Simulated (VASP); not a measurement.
Here is a VASP 6.6.1 calculation.

File INCAR:

```
SYSTEM = BeTe
ALGO = Normal
EDIFF = 1E-6
EDIFFG = -0.002
ENCUT = 600
GGA = CA
IBRION = 2
ISIF = 3
ISMEAR = 0
LASPH = .TRUE.
LCHARG = .FALSE.
LREAL = .FALSE.
LWAVE = .FALSE.
NELM = 80
NSW = 100
PREC = Accurate
PSTRESS = 40.0
SIGMA = 0.01
```

Contents of KPOINTS:

```
k-points
0
G
  8 8 8
  0 0 0
```

POSCAR

```
BeTe
1.0
    0.0000000000      2.7772235934      2.7772235934
    2.7772235934      0.0000000000      2.7772235934
    2.7772235934      2.7772235934      0.0000000000
Be Te
1 1
Direct
    0.0000000000      0.0000000000      0.0000000000
    0.7500000000      0.7500000000      0.7500000000
```

Potentials or basis: VASP PAW LDA potentials, release 64 (Be, Te).

Run with:

```bash
$ cat potpaw_LDA.64/Be/POTCAR potpaw_LDA.64/Te/POTCAR > POTCAR
$ mpirun -np 1 vasp_std > vasp.out
```

(1) Estimate the band gap on the k mesh.

(2) Predict the relaxed volume.

(3) Predict the relaxed cell.

Results:

(1) 1.64 eV, indirect (least direct gap 3.50 eV).

(2) 20.34 Å³/atom.

(3) a = 3.860 Å, b = 3.860 Å, c = 3.860 Å, α = 60.00°, β = 60.00°, γ = 60.00°.

Caveat: the cell is relaxed towards a set pressure, so the enthalpy falls and the energy may rise; spin-orbit coupling is left out, which moves the levels of the heavy elements.
